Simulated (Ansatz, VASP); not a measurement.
## TiAl: VASP beside Ansatz

```xyz
2
Lattice="2.8673 0.0000 0.0000 -1.4336 2.4831 0.0000 0.0000 0.0000 4.6781" Properties=species:S:1:pos:R:3 pbc="T T T"
Ti    0.0000    0.0000    0.0000
Al    0.1093    1.6942    2.4342
```

Change from the starting cell: one atom moved.

Alike in both runs: task single point; functional PBE; k mesh 15 × 15 × 8; occupations gaussian, width 0.1 eV; no spin polarisation.

```csv
,VASP,Ansatz
version,VASP 6.6.1,Ansatz 0.2.0
potentials or method,"VASP PAW PBE potentials, release 64 (Ti_sv, Al), cutoff 520 eV","scalar-relativistic, plane waves, PAW"
valence electrons in the cell,15,15
```

VASP gave:

- gap on the k mesh at the Fermi level (eV): none
- pressure (GPa): 0.7
- traceless stress, the component that is largest in VASP (GPa): 1.65
- rms of the force components (eV/Å): 0.415

Q: Which values does Ansatz return?

A: gap on the k mesh at the Fermi level (eV): none; pressure (GPa): 0.8; traceless stress, the component that is largest in VASP (GPa): 1.65; rms of the force components (eV/Å): 0.415.

Atom by atom the forces differ by 0.001 eV/Å (rms over components). A gap of «none» marks a metal or a gap that the smearing closes. With one functional, cell and mesh, what is left measures potentials, basis and numerics.
